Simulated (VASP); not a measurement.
# BAs (F-43m) in VASP: notebook, part 2 of 3

VASP 6.6.1. The steps go on from the part before.

## Step 3: Single point, revPBE+D3(BJ) (volume scaled by 1.02)

Contents of INCAR:

```
PREC = Accurate
ENCUT = 500
EDIFF = 1E-6
ISMEAR = 0
SIGMA = 0.05
LREAL = F
LASPH = T
NELM = 120
ALGO = Normal
ISIF = 2
LWAVE = F
LCHARG = T
GGA = RE
IVDW = 12
LELF = T
LVHAR = T
NBANDS = 11
GGA_COMPAT = F
```

Contents of KPOINTS:

```
Automatic mesh
0
Gamma
  8 8 8
```

Contents of POSCAR:

```
BAs
1.0
    0.0000000000      2.3868970451      2.3868970451
    2.3868970451      0.0000000000      2.3868970451
    2.3868970451      2.3868970451      0.0000000000
B As
1 1
Direct
    0.0000000000      0.0000000000      0.0000000000
    0.7500000000      0.7500000000      0.7500000000
```

Potentials or basis: VASP PAW PBE potentials, release 64 (B, As).

Launch:

```bash
$ cat potpaw_PBE.64/B/POTCAR potpaw_PBE.64/As/POTCAR > POTCAR
$ mpirun -np 1 vasp_std > vasp.out
```

OUTCAR:

```text
PREC = Accurate
   ENCUT = 500
   EDIFF = 1E-6
   ISMEAR = 0
   LREAL = F
   LASPH = T
   NELM = 120
   ISIF = 2
   GGA = RE
   IVDW = 12
 IVDW          = 12

 ion  position               nearest neighbor table
   1  0.000  0.000  0.000-   2 2.07   2 2.07   2 2.07   2 2.07
   2  0.750  0.750  0.750-   1 2.07   1 2.07   1 2.07   1 2.07

  LATTYP: Found a face centered cubic cell.
 ALAT       =     4.7737940902

  Lattice vectors:

 A1 = (   0.0000000000,   2.3868970451,   2.3868970451)
 A2 = (   2.3868970451,   0.0000000000,   2.3868970451)
 A3 = (   2.3868970451,   2.3868970451,   0.0000000000)

Analysis of symmetry for initial positions (statically):
=====================================================================
 Subroutine PRICEL returns:
 Original cell was already a primitive cell.

 Routine SETGRP: Setting up the symmetry group for a
 face centered cubic supercell.

 Subroutine GETGRP returns: Found 24 space group operations
 (whereof 24 operations were pure point group operations)
 out of a pool of 48 trial point group operations.

The static configuration has the point symmetry T_d .

Analysis of symmetry for dynamics (positions and initial velocities):
=====================================================================
 Subroutine PRICEL returns:
 Original cell was already a primitive cell.

 Routine SETGRP: Setting up the symmetry group for a
 face centered cubic supercell.

 Subroutine GETGRP returns: Found 24 space group operations
 (whereof 24 operations were pure point group operations)
 out of a pool of 48 trial point group operations.

The dynamic configuration has the point symmetry T_d .

 Subroutine INISYM returns: Found 24 space group operations
 (whereof 24 operations are pure point group operations),
 and found     1 'primitive' translations

----------------------------------------------------------------------------------------

                                     Primitive cell

  volume of cell :      27.1976

  direct lattice vectors                    reciprocal lattice vectors
     0.000000000  2.386897045  2.386897045    -0.209476986  0.209476986  0.209476986
     2.386897045  0.000000000  2.386897045     0.209476986 -0.209476986  0.209476986
     2.386897045  2.386897045  0.000000000     0.209476986  0.209476986 -0.209476986

  length of vectors
     3.375582173  3.375582173  3.375582173     0.362824784  0.362824784  0.362824784

  position of ions in fractional coordinates (direct lattice)
     0.000000000  0.000000000  0.000000000
     0.750000000  0.750000000  0.750000000

  ion indices of the primitive-cell ions
   primitive index   ion index
                 1           1
                 2           2

----------------------------------------------------------------------------------------

 KPOINTS: Automatic mesh

Automatic generation of k-mesh.
 Grid dimensions read from file:
 generate k-points for:    8    8    8

 Generating k-lattice:

  Cartesian coordinates                     Fractional coordinates (reciprocal lattice)
    -0.026184623  0.026184623  0.026184623     0.125000000  0.000000000  0.000000000
     0.026184623 -0.026184623  0.026184623     0.000000000  0.125000000  0.000000000
     0.026184623  0.026184623 -0.026184623     0.000000000  0.000000000  0.125000000

[... 38 lines left out ...]
   k-points           NKPTS =     29   k-points in BZ     NKDIM =     29   number of bands    NBANDS=     11
   number of dos      NEDOS =    301   number of ions     NIONS =      2
   total plane-waves  NPLWV =  21952
   dimension x,y,z NGX =    28 NGY =   28 NGZ =   28
   dimension x,y,z NGXF=    56 NGYF=   56 NGZF=   56
   ions per type =               1   1
   NGX,Y,Z   is equivalent  to a cutoff of  13.79, 13.79, 13.79 a.u.
   NGXF,Y,Z  is equivalent  to a cutoff of  27.58, 27.58, 27.58 a.u.
 SYSTEM =  unknown system
   PREC   = accura    normal or accurate (medium, high low for compatibility)
   ISTART =      0    job   : 0-new  1-cont  2-samecut
   ICHARG =      2    charge: 1-file 2-atom 10-const
   ISPIN  =      1    spin polarized calculation?
   LNONCOLLINEAR =      F non collinear calculations
   LSORBIT =      F    spin-orbit coupling
   LASPH  =      T    aspherical Exc in radial PAW
   ENCUT  =  500.0 eV  36.75 Ry    6.06 a.u.   6.15  6.15  6.15*2*pi/ulx,y,z
   NELM   =    120;   NELMIN=  2; NELMDL= -5     # of ELM steps
   EDIFF  = 0.1E-05   stopping-criterion for ELM
   LREAL  =      F    real-space projection
   EDIFFG = 0.1E-04   stopping-criterion for IOM
   NSW    =      0    number of steps for IOM
   IBRION =     -1    ionic relax: 0-MD 1-quasi-New 2-CG
   NFREE  =      0    steps in history (QN), initial steepest desc. (CG)
   ISIF   =      2    stress and relaxation
   ISYM   =      2    0-nonsym 1-usesym 2-fastsym
   POTIM  = 0.5000    time-step for ionic-motion
   TEBEG  =    0.0;   TEEND  =   0.0 temperature during run
   PSTRESS=    0.0 pullay stress
   NELECT =       8.0000    total number of electrons
   NUPDOWN=      -1.0000    fix difference up-down
   EMIN   =  10.00;   EMAX   =-10.00  energy-range for DOS
   EFERMI =   0.00;   METHOD = LEGACY
   ISMEAR =     0;   SIGMA  =   0.05  broadening in eV -4-tet -1-fermi 0-gaus
   EFERMI_NEDOS =   21; number of points for ismear=-14 and -15
   IALGO  =     38    algorithm
   IMIX   =      4    mixing-type and parameters
     AMIX     =   0.40;   BMIX     =  1.00
     AMIX_MAG =   1.60;   BMIX_MAG =  1.00
  volume/ion in A,a.u.               =      13.60        91.77
  Fermi-wavevector in a.u.,A,eV,Ry     =   1.088749  2.057437 16.128001  1.185375
  Thomas-Fermi vector in A             =   2.224937
   LORBIT       =      0    0 simple, 1 ext, 2 COOP (PROOUT), +10 PAW based schemes
   GGA     = RE    functional components
   LHFCALC =     F    Hartree Fock is set to
   AEXX    =    0.0000 exact exchange contribution
   IVDW    =    12    specifies the selected vdW correction
   LEPSILON=     F    determine dielectric tensor
   LRPA    =     F    only Hartree local field effects (RPA)
 non-spin polarized calculation
 Gauss-broadening in eV      SIGMA  =   0.05
  energy-cutoff  :      500.00
  volume of cell :       27.20
 maximum number of plane-waves:       701
 NGX is ok and might be reduce to    28
   NGX = 13   NGY = 13   NGZ = 13

 number of electron       8.0000000 magnetization

 Free energy of the ion-electron system (eV)
  ---------------------------------------------------
  ext. energy  EPLUGINS =         0.00000000
  ---------------------------------------------------
  free energy    TOTEN  =       -10.84425161 eV

  energy without entropy =      -10.84425161  energy(sigma->0) =      -10.84425161

 E-fermi :   6.4588     XC(G=0): -10.5329

 val. band max:        6.2288941429   @ k =   0.0000   0.0000   0.0000
 cond. band min:       7.4351836074   @ k =   0.3750   0.3750   0.0000
 fundamental gap:      1.2062894645
 Fermi energy:         6.4587855234

 k-point     1 :       0.0000    0.0000    0.0000
  band No.  band energies     occupation
      1      -9.1971      2.00000
      2       6.2289      2.00000
      3       6.2289      2.00000
      4       6.2289      2.00000
      5       9.5058      0.00000
      6       9.5058      0.00000
      7       9.5058      0.00000
      8      10.9577      0.00000
      9      15.9245      0.00000
     10      19.1362      0.00000
     11      19.1362      0.00000
[... 309 lines left out ...]
 k-point    24 :      -0.3750    0.2500    0.1250
  band No.  band energies     occupation
      1      -5.7353      2.00000
      2      -2.0915      2.00000
      3       1.6554      2.00000
      4       3.1457      2.00000
      5      10.2211      0.00000
      6      11.0067      0.00000
      7      13.7203      0.00000
      8      15.2973      0.00000
      9      16.6317      0.00000
     10      20.4512      0.00000
     11      21.5470      0.00000

 [... further k-points ...]

------------------------ aborting loop because EDIFF is reached ----------------------------------------

 Edisp (eV)   -1.30551

 E8    (eV) :    -0.8784

  FORCE on cell =-STRESS in cart. coord.  units (eV):
  Direction    XX          YY          ZZ          XY          YZ          ZX
  --------------------------------------------------------------------------------------
  -------------------------------------------------------------------------------------
  Total      -0.35677    -0.35677    -0.35677    -0.00000    -0.00000     0.00000
  in kB     -21.01657   -21.01657   -21.01657    -0.00000    -0.00000     0.00000
  external pressure =      -21.02 kB  Pullay stress =        0.00 kB

 VOLUME and BASIS-vectors are now :
 -----------------------------------------------------------------------------
  energy-cutoff  :      500.00
  volume of cell :       27.20
      direct lattice vectors                 reciprocal lattice vectors
     0.000000000  2.386897045  2.386897045    -0.209476986  0.209476986  0.209476986
     2.386897045  0.000000000  2.386897045     0.209476986 -0.209476986  0.209476986
     2.386897045  2.386897045  0.000000000     0.209476986  0.209476986 -0.209476986

 POSITION                                       TOTAL-FORCE (eV/Angst)
 -----------------------------------------------------------------------------------
      0.00000      0.00000      0.00000         0.000000      0.000000     -0.000000
      3.58035      3.58035      3.58035        -0.000000     -0.000000      0.000000
 -----------------------------------------------------------------------------------
    total drift:                                0.000000      0.000000      0.000000

  FREE ENERGIE OF THE ION-ELECTRON SYSTEM (eV)
  ---------------------------------------------------
  free  energy   TOTEN  =       -12.1497578357 eV

  energy  without entropy=      -12.1497578357  energy(sigma->0) =      -12.14975784
```

stdout:

```text
POSCAR found type information on POSCAR B As
 POSCAR found :  2 types and       2 ions
 scaLAPACK will be used
 -----------------------------------------------------------------------------
|                                                                             |
|                                                                             |
|     You enforced a specific xc type in the INCAR file but a different       |
|     I HOPE YOU KNOW WHAT YOU ARE DOING!                                     |
|                                                                             |
 -----------------------------------------------------------------------------

 LDA part: xc-table for (Slater+PW92), standard interpolation
 POSCAR, INCAR and KPOINTS ok, starting setup
 FFT: planning ... GRIDC
 FFT: planning ... GRID_SOFT
 FFT: planning ... GRID
 WAVECAR not read
 entering main loop
```

Run time: 22 s. Hardware: 1 thread of Intel Xeon 8259CL, shared host; peak memory 0.17 GiB.

Results:

| Item | Value |
| --- | --- |
| Free energy | -12.1498 eV |
| Pressure | -2.1 GPa |
| Band gap on the k mesh | 1.21 eV, indirect (least direct gap 3.28 eV) |
| Dispersion energy per atom | -0.653 eV |

Levels at points of the mesh, in eV from the valence-band top:
| k point | band 1 | band 2 | band 3 | band 4 | band 5 | band 6 | band 7 | band 8 | band 9 |
| --- | --- | --- | --- | --- | --- | --- | --- | --- | --- |
| (0.00, 0.00, 0.00) | -15.43 | 0.00 | 0.00 | 0.00 | 3.28 | 3.28 | 3.28 | 4.73 | 9.70 |
| (0.50, 0.00, 0.00) | -12.54 | -8.82 | -1.83 | -1.83 | 2.71 | 4.78 | 4.78 | 8.94 | 12.84 |
| (0.50, 0.50, 0.00) | -11.21 | -8.57 | -4.09 | -4.09 | 1.43 | 1.48 | 11.43 | 11.43 | 12.98 |

Caveat: the PAW data sets were made with another functional, which shifts forces and pressure a little. A k mesh can miss the band edges.

## Step 4: Single point, revPBE+D3(BJ) (volume scaled by 0.96)

Contents of INCAR:

```
  ALGO = Normal
  EDIFF = 1E-6
  ENCUT = 500
  GGA = RE
  GGA_COMPAT = F
  ISIF = 2
  ISMEAR = 0
  IVDW = 12
  LASPH = T
  LCHARG = F
  LREAL = F
  LWAVE = F
  NBANDS = 11
  NELM = 120
  PREC = Accurate
  SIGMA = 0.05
```

Contents of KPOINTS:

```
k-points
0
Gamma
  8 8 8
```

Contents of POSCAR:

```
BAs
1.0
    0.0000000000      2.3391462389      2.3391462389
    2.3391462389      0.0000000000      2.3391462389
    2.3391462389      2.3391462389      0.0000000000
B As
1 1
Direct
    0.0000000000      0.0000000000      0.0000000000
    0.7500000000      0.7500000000      0.7500000000
```

Launch:

```bash
$ cat potpaw_PBE.64/B/POTCAR potpaw_PBE.64/As/POTCAR > POTCAR
$ mpirun -np 1 vasp_std > vasp.out
```

Wall time 11 s (1 thread of Intel Xeon 8259CL, shared host); peak memory 0.15 GiB.

The run converged. Its results:

```yaml
Free_energy: -12.1266 eV
Pressure: 7.1 GPa
Band_gap_on_the_k_mesh: 1.14 eV, indirect (least direct gap 3.35 eV)
Dispersion_energy_per_atom: -0.694 eV
```

Levels at points of the mesh, in eV from the valence-band top:
```tsv
k point	band 1	band 2	band 3	band 4	band 5	band 6	band 7	band 8
(0.00, 0.00, 0.00)	-16.00	0.00	0.00	0.00	3.35	3.35	3.35	5.51
(0.50, 0.00, 0.00)	-12.89	-9.28	-1.94	-1.94	3.08	4.85	4.85	9.04
(0.50, 0.50, 0.00)	-11.45	-8.92	-4.36	-4.36	1.34	1.41	12.02	12.02
```

Caveat: the PAW data sets were made with another functional, which shifts forces and pressure a little.

(Part 2 of 3 ends here.)
